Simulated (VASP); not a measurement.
# Si64N (a cell with a defect) in VASP: single point with PBEsol

Aim: the single point of Si64N (a cell with a defect) with PBEsol.

Program: VASP 6.6.1. These are calculated values, not measurements. Logs are shortened: lines on timing, memory, paths and dates and some standing lists are left out, and cuts for length are marked.

### Step 1. The cell of the first run

The cell holds a defect, 65 atoms: a = 10.866 Å, b = 10.866 Å, c = 10.866 Å, α = 90.00°, β = 90.00°, γ = 90.00°.

### Step 2. Single point, PBEsol, collinear spin

File INCAR:

```
SYSTEM = Si64N
PREC     = Accurate       ! precision mode
ENCUT    = 520            ! plane-wave cutoff, eV
EDIFF    = 1E-6           ! SCF threshold, eV
ISMEAR   = -1             ! smearing method
SIGMA    = 0.05           ! smearing width, eV
LREAL    = Auto         
LASPH    = .TRUE.         ! aspherical terms in the spheres
NELM     = 200            ! most SCF steps
ALGO     = Normal         ! electronic algorithm
ISIF     = 2              ! what is computed and relaxed
LWAVE    = .FALSE.        ! write WAVECAR
LCHARG   = .FALSE.        ! write CHGCAR
ISPIN    = 2              ! spin polarisation
MAGMOM   = 0 0 0 0 0 0 0 0.4 0 0 0 0 0 0 0 0.4 0 0 0 0 0 0 0 0.4 0 0 0 0 0 0 0 0 0 0 0 0 0 0 0 0.4 0 0 0 0 0 0 0 0 0 0 0 0 0 0 0 0 0 0 0 0 0 0 0 0 0.4 ! initial moments
LORBIT   = 11             ! projections on sites
GGA      = PS             ! functional
NBANDS   = 172            ! bands
NELECT   = 260.0        
ISYM     = -1           
GGA_COMPAT= .FALSE.
```

File KPOINTS:

```
explicit points
1
Reciprocal
  0.25000000   0.25000000   0.25000000 1
```

File POSCAR:

```
Si64N
1.0
   10.8655790000      0.0000000000      0.0000000000
    0.0000000000     10.8655790000      0.0000000000
    0.0000000000      0.0000000000     10.8655790000
Si N
64 1
Direct
    0.9998780000      0.0003080000      0.0002610000
    0.0014640000      0.0018860000      0.4984050000
    0.0013790000      0.4985990000      0.0016740000
    0.9997600000      0.5002330000      0.5002120000
    0.4981380000      0.0018150000      0.0016760000
    0.4997880000      0.0001580000      0.5002100000
    0.4998050000      0.5002420000      0.0001970000
    0.4750590000      0.4754130000      0.4752790000
    0.1245990000      0.1250290000      0.1249220000
    0.1230650000      0.1234910000      0.6266330000
    0.1229860000      0.6267300000      0.1233740000
    0.1247550000      0.6250790000      0.6250030000
    0.6262740000      0.1234150000      0.1233830000
    0.6246670000      0.1251100000      0.6250070000
    0.6246820000      0.6251020000      0.1250950000
    0.6494660000      0.6498540000      0.6498410000
    0.2481800000      0.2486390000      0.9972530000
    0.2432720000      0.2437410000      0.4953590000
    0.2511430000      0.7492340000      0.9996490000
    0.2505740000      0.7482330000      0.5004150000
    0.7487330000      0.2516260000      0.9996440000
    0.7477930000      0.2509740000      0.5004490000
    0.7513250000      0.7517950000      0.0038880000
    0.7606520000      0.7610740000      0.5011530000
    0.3731000000      0.3735560000      0.1213330000
    0.3639550000      0.3643290000      0.6241730000
    0.3757720000      0.8737120000      0.1256060000
    0.3766590000      0.8742700000      0.6247620000
    0.8733090000      0.3761740000      0.1255880000
    0.8738990000      0.3770770000      0.6247480000
    0.8762680000      0.8767240000      0.1279340000
    0.8813570000      0.8817450000      0.6298130000
    0.2482220000      0.9973720000      0.2485130000
    0.2511890000      0.9996640000      0.7490670000
    0.2431690000      0.4954360000      0.2435690000
    0.2505990000      0.5005240000      0.7481680000
    0.7487010000      0.9996330000      0.2515670000
    0.7513820000      0.0039610000      0.7516720000
    0.7478250000      0.5005230000      0.2509550000
    0.7606110000      0.5010730000      0.7610050000
    0.3731190000      0.1213630000      0.3735450000
    0.3756800000      0.1256850000      0.8735980000
    0.3638240000      0.6241880000      0.3641950000
    0.3766160000      0.6248000000      0.8743720000
    0.8732620000      0.1256860000      0.3760090000
    0.8762580000      0.1279850000      0.8766930000
    0.8738920000      0.6248210000      0.3771090000
    0.8812310000      0.6300170000      0.8815400000
    0.9969410000      0.2486270000      0.2485270000
    0.9992070000      0.2515630000      0.7491040000
    0.9991970000      0.7491570000      0.2515480000
    0.0036040000      0.7517990000      0.7516550000
    0.4949260000      0.2435770000      0.2435650000
    0.5001470000      0.2509770000      0.7481700000
    0.5001060000      0.7482190000      0.2509790000
    0.5006190000      0.7609390000      0.7609890000
    0.1209240000      0.3735890000      0.3735020000
    0.1252220000      0.3761260000      0.8735800000
    0.1252640000      0.8737010000      0.3760000000
    0.1275660000      0.8767560000      0.8766420000
    0.6237860000      0.3641870000      0.3641330000
    0.6243600000      0.3771130000      0.8743250000
    0.6243900000      0.8742970000      0.3771050000
    0.6294810000      0.8816320000      0.8815170000
    0.5626680000      0.5626980000      0.5620910000
```

Potentials or basis: VASP PAW PBE potentials, release 64 (Si, N).

Command:

```bash
cat potpaw_PBE.64/Si/POTCAR potpaw_PBE.64/N/POTCAR > POTCAR
mpirun -np 1 vasp_std > vasp.out
```

OUTCAR:

```text
SYSTEM = Si64N
   PREC = Accurate
   ENCUT = 520
   EDIFF = 1E-6
   ISMEAR = -1
   LREAL = Auto
   LASPH = .TRUE.
   NELM = 200
   ISIF = 2
   ISPIN = 2
   LORBIT = 11
   GGA = PS
   NELECT = 260.0
   ISYM = -1

 ion  position               nearest neighbor table
   1  1.000  0.000  0.000-   9 2.35  60 2.35  46 2.35  31 2.35
   2  0.001  0.002  0.498-  10 2.33  32 2.33  59 2.35  45 2.35
   3  0.001  0.499  0.002-  11 2.33  48 2.33  29 2.35  58 2.35
   4  1.000  0.500  0.500-  30 2.34  47 2.34  57 2.35  12 2.35
   5  0.498  0.002  0.002-  13 2.33  64 2.33  27 2.35  42 2.35
   6  0.500  0.000  0.500-  63 2.34  28 2.34  41 2.35  14 2.35
[... 56 lines left out ...]
  63  0.624  0.874  0.377-   6 2.34  24 2.35  37 2.35  55 2.36
  64  0.629  0.882  0.882-  56 2.32   5 2.33  23 2.35  38 2.35
  65  0.563  0.563  0.562-  16 1.64   8 1.64

IMPORTANT INFORMATION: All symmetrisations will be switched off!
NOSYMM: (Re-)initialisation of all symmetry stuff for point group C_1.

----------------------------------------------------------------------------------------

                                     Primitive cell

  volume of cell :    1282.7990

  direct lattice vectors                    reciprocal lattice vectors
    10.865579000  0.000000000  0.000000000     0.092033752  0.000000000  0.000000000
     0.000000000 10.865579000  0.000000000     0.000000000  0.092033752  0.000000000
     0.000000000  0.000000000 10.865579000     0.000000000  0.000000000  0.092033752

  length of vectors
    10.865579000 10.865579000 10.865579000     0.092033752  0.092033752  0.092033752

  position of ions in fractional coordinates (direct lattice)
     0.999878000  0.000308000  0.000261000
     0.001464000  0.001886000  0.498405000
     0.001379000  0.498599000  0.001674000
     0.999760000  0.500233000  0.500212000
     0.498138000  0.001815000  0.001676000
     0.499788000  0.000158000  0.500210000
[... 57 lines left out ...]
     0.629481000  0.881632000  0.881517000
     0.562668000  0.562698000  0.562091000

  ion indices of the primitive-cell ions
   primitive index   ion index
                 1           1
                 2           2
                 3           3
                 4           4
                 5           5
                 6           6
[... 57 lines left out ...]
                64          64
                65          65

----------------------------------------------------------------------------------------

 KPOINTS: explicit points

Read explicit list of k-points.

 Found      1 k-points:

 Following reciprocal coordinates:
            Coordinates               Weight
  0.250000  0.250000  0.250000      1.000000
   k-points           NKPTS =      1   k-points in BZ     NKDIM =      1   number of bands    NBANDS=    172
   number of dos      NEDOS =    301   number of ions     NIONS =     65
   total plane-waves  NPLWV = 592704
   dimension x,y,z NGX =    84 NGY =   84 NGZ =   84
   dimension x,y,z NGXF=   168 NGYF=  168 NGZF=  168
   ions per type =              64   1
   NGX,Y,Z   is equivalent  to a cutoff of  12.85, 12.85, 12.85 a.u.
   NGXF,Y,Z  is equivalent  to a cutoff of  25.70, 25.70, 25.70 a.u.
 SYSTEM =  Si64N
   PREC   = accura    normal or accurate (medium, high low for compatibility)
   ISTART =      0    job   : 0-new  1-cont  2-samecut
   ICHARG =      2    charge: 1-file 2-atom 10-const
   ISPIN  =      2    spin polarized calculation?
   LNONCOLLINEAR =      F non collinear calculations
   LSORBIT =      F    spin-orbit coupling
   LASPH  =      T    aspherical Exc in radial PAW
   ENCUT  =  520.0 eV  38.22 Ry    6.18 a.u.  20.20 20.20 20.20*2*pi/ulx,y,z
   NELM   =    200;   NELMIN=  2; NELMDL= -5     # of ELM steps
   EDIFF  = 0.1E-05   stopping-criterion for ELM
   LREAL  =      T    real-space projection
   EDIFFG = 0.1E-04   stopping-criterion for IOM
   NSW    =      0    number of steps for IOM
   IBRION =     -1    ionic relax: 0-MD 1-quasi-New 2-CG
   NFREE  =      0    steps in history (QN), initial steepest desc. (CG)
   ISIF   =      2    stress and relaxation
   ISYM   =     -1    0-nonsym 1-usesym 2-fastsym
   POTIM  = 0.5000    time-step for ionic-motion
   TEBEG  =    0.0;   TEEND  =   0.0 temperature during run
   PSTRESS=    0.0 pullay stress
   NELECT =     260.0000    total number of electrons
   NUPDOWN=      -1.0000    fix difference up-down
   EMIN   =  10.00;   EMAX   =-10.00  energy-range for DOS
   EFERMI =   0.00;   METHOD = LEGACY
   ISMEAR =    -1;   SIGMA  =   0.05  broadening in eV -4-tet -1-fermi 0-gaus
   EFERMI_NEDOS =   21; number of points for ismear=-14 and -15
   IALGO  =     38    algorithm
   IMIX   =      4    mixing-type and parameters
     AMIX     =   0.40;   BMIX     =  1.00
     AMIX_MAG =   1.60;   BMIX_MAG =  1.00
  volume/ion in A,a.u.               =      19.74       133.18
  Fermi-wavevector in a.u.,A,eV,Ry     =   0.961641  1.817238 12.582040  0.924754
  Thomas-Fermi vector in A             =   2.091031
   LORBIT       =     11    0 simple, 1 ext, 2 COOP (PROOUT), +10 PAW based schemes
   GGA     = PS    functional components
   LHFCALC =     F    Hartree Fock is set to
   AEXX    =    0.0000 exact exchange contribution
   IVDW    =     0    specifies the selected vdW correction
   LEPSILON=     F    determine dielectric tensor
   LRPA    =     F    only Hartree local field effects (RPA)
 spin polarized calculation
  energy-cutoff  :      520.00
  volume of cell :     1282.80
 maximum number of plane-waves:     34484
 NGX is ok and might be reduce to    80
   NGX = 41   NGY = 41   NGZ = 41

 number of electron     259.9999989 magnetization       1.8235856

 Free energy of the ion-electron system (eV)
  ---------------------------------------------------
  ext. energy  EPLUGINS =         0.00000000
  ---------------------------------------------------
  free energy    TOTEN  =      -380.03321378 eV

  energy without entropy =     -379.99658414  energy(sigma->0) =     -380.01489896

 E-fermi :   5.8190     XC(G=0):  -9.5641

 val. band max:        5.6653132311   @ k =   0.2500   0.2500   0.2500
 cond. band min:       5.9723376346   @ k =   0.2500   0.2500   0.2500
 fundamental gap:      0.3070244036
 Fermi energy:         5.8190064836

 spin component 1

 k-point     1 :       0.2500    0.2500    0.2500
  band No.  band energies     occupation
      1      -9.9046      1.00000
      2      -5.9822      1.00000
      3      -5.4666      1.00000
      4      -5.4665      1.00000
      5      -5.3594      1.00000
      6      -5.0119      1.00000
[... 134 lines left out ...]
    141       7.5228      0.00000
    142       7.6597      0.00000
 Fermi energy:         5.8190064836

 spin component 2

 k-point     1 :       0.2500    0.2500    0.2500
  band No.  band energies     occupation
      1      -9.2917      1.00000
      2      -5.9598      1.00000
      3      -5.4497      1.00000
      4      -5.4497      1.00000
      5      -5.3325      1.00000
      6      -4.9415      1.00000
[... 134 lines left out ...]
    141       7.5405      0.00000
    142       7.6771      0.00000
 [bands above 142 left out]

------------------------ aborting loop because EDIFF is reached ----------------------------------------

  FORCE on cell =-STRESS in cart. coord.  units (eV):
  Direction    XX          YY          ZZ          XY          YZ          ZX
  --------------------------------------------------------------------------------------
  -------------------------------------------------------------------------------------
  Total       -0.3963098     -0.3911173     -0.3858154     -3.8931605     -3.8994705     -3.8968662
  in kB       -0.4949790     -0.4884938     -0.4818718     -4.8624401     -4.8703211     -4.8670684
  external PRESSURE =      -0.4884482 kB  Pullay stress =       0.0000000 kB

 VOLUME and BASIS-vectors are now :
 -----------------------------------------------------------------------------
  energy-cutoff  :      520.00
  volume of cell :     1282.80
      direct lattice vectors                 reciprocal lattice vectors
    10.865579000  0.000000000  0.000000000     0.092033752  0.000000000  0.000000000
     0.000000000 10.865579000  0.000000000     0.000000000  0.092033752  0.000000000
     0.000000000  0.000000000 10.865579000     0.000000000  0.000000000  0.092033752

 POSITION                                       TOTAL-FORCE (eV/Angst)
 -----------------------------------------------------------------------------------
     10.86425      0.00335      0.00284        -0.001752      0.004503      0.002573
      0.01591      0.02049      5.41546         0.002201      0.003244      0.001348
      0.01498      5.41757      0.01819         0.001483      0.002510      0.002202
     10.86297      5.43532      5.43509        -0.000458      0.003664      0.002168
      5.41256      0.01972      0.01821         0.000774      0.002596      0.003363
      5.43049      0.00172      5.43507        -0.002587      0.005070      0.002611
[... 57 lines left out ...]
      6.83968      9.57944      9.57819         0.000694     -0.001019     -0.000758
      6.11371      6.11404      6.10744        -0.000594      0.000642     -0.000837
 -----------------------------------------------------------------------------------
    total drift:                                0.016002      0.009053      0.013207

  FREE ENERGIE OF THE ION-ELECTRON SYSTEM (eV)
  ---------------------------------------------------
  free  energy   TOTEN  =      -380.0332137759 eV

  energy  without entropy=     -379.9965841402  energy(sigma->0) =     -380.01489896

 total charge

# of ion       s       p       d       tot
------------------------------------------
    1        0.751   0.936   0.000   1.687
    2        0.752   0.944   0.000   1.696
    3        0.752   0.944   0.000   1.696
    4        0.751   0.939   0.000   1.690
    5        0.752   0.944   0.000   1.696
    6        0.751   0.939   0.000   1.690
[... 57 lines left out ...]
   64        0.751   0.947   0.000   1.698
   65        1.259   2.563   0.000   3.822
--------------------------------------------------
tot         49.374  62.686   0.000 112.060

 magnetization (x)

# of ion       s       p       d       tot
------------------------------------------
    1       -0.000   0.001   0.000   0.001
    2        0.001   0.018   0.000   0.018
    3        0.001   0.018   0.000   0.018
    4       -0.000   0.000   0.000   0.000
    5        0.001   0.018   0.000   0.018
    6       -0.000   0.000   0.000   0.000
[... 57 lines left out ...]
   64        0.001   0.019   0.000   0.021
   65        0.012   0.396   0.000   0.408
--------------------------------------------------
tot          0.039   0.897   0.000   0.936
```

Wall time 17 min (1 thread of AMD EPYC 9R45 (Zen 5), shared host); peak memory 1.5 GiB.

What came out:

```
Free energy                                           : -380.0332 eV
Largest force                                         : 0.020 eV/Å
Net moment                                            : 1.82 μB per cell
Site moments                                          : Si +0.00, +0.02, +0.01, -0.00, +0.04 (each value once); N +0.41 μB
Valence electrons inside the program's atomic spheres : Si 1.69, 1.70, 1.72, 1.68 (each value once); N 3.82
```

Forces on the atoms (eV/Å):
```
Si  -0.002  0.005  0.003
Si   0.002  0.003  0.001
Si   0.001  0.003  0.002
Si   0.000  0.004  0.002
Si   0.001  0.003  0.003
Si  -0.003  0.005  0.003
Si  -0.004  0.004  0.005
Si  -0.011 -0.011 -0.010
Si   0.004 -0.001  0.001
Si  -0.002 -0.001 -0.003
Si  -0.002 -0.001 -0.002
Si  -0.001 -0.001  0.000
Si  -0.002 -0.003 -0.004
Si   0.004 -0.004  0.000
Si   0.003 -0.002 -0.003
Si   0.013  0.011  0.011
Si  -0.001  0.001 -0.005
Si  -0.001 -0.002  0.006
Si   0.002 -0.001  0.002
Si   0.003  0.003 -0.002
Si   0.002 -0.001  0.002
Si   0.002  0.006 -0.004
Si   0.000  0.002  0.002
Si   0.002  0.001  0.009
Si   0.001  0.000  0.001
Si   0.000  0.001 -0.012
Si   0.000 -0.002 -0.002
Si   0.000 -0.003 -0.001
Si  -0.004  0.001 -0.003
Si  -0.008 -0.001  0.000
Si  -0.002 -0.002  0.000
Si  -0.002 -0.002 -0.001
Si   0.000 -0.005  0.001
Si  -0.001  0.001  0.002
Si   0.001  0.001 -0.001
Si   0.004 -0.002  0.004
Si   0.002  0.002 -0.001
Si   0.000  0.001  0.002
Si   0.001 -0.002  0.005
Si   0.002  0.012  0.001
Si   0.000  0.000  0.000
Si   0.003 -0.002 -0.002
Si   0.003 -0.012  0.001
Si   0.000 -0.001 -0.006
Si  -0.002 -0.002  0.003
Si  -0.002  0.000 -0.003
Si  -0.007  0.000 -0.002
Si  -0.001 -0.008  0.000
Si  -0.005  0.001 -0.001
Si   0.003 -0.001  0.001
Si   0.002  0.000 -0.001
Si   0.001  0.001  0.002
Si   0.005 -0.001 -0.002
Si  -0.003  0.006  0.004
Si  -0.002  0.003  0.002
Si   0.013  0.000 -0.001
Si   0.001  0.000  0.001
Si  -0.003  0.001 -0.001
Si  -0.003 -0.002  0.001
Si   0.000 -0.002 -0.001
Si  -0.011  0.001  0.000
Si   0.001 -0.002 -0.007
Si  -0.001 -0.005 -0.001
Si   0.001 -0.001 -0.001
N   -0.001  0.001 -0.001
```

Caveat: the cell carries a net charge on a neutralising background, which shifts energy and pressure; the cell is charged against a uniform background, so pressure and absolute levels hang on convention; the PAW data sets were made with another functional, which shifts forces and pressure a little.
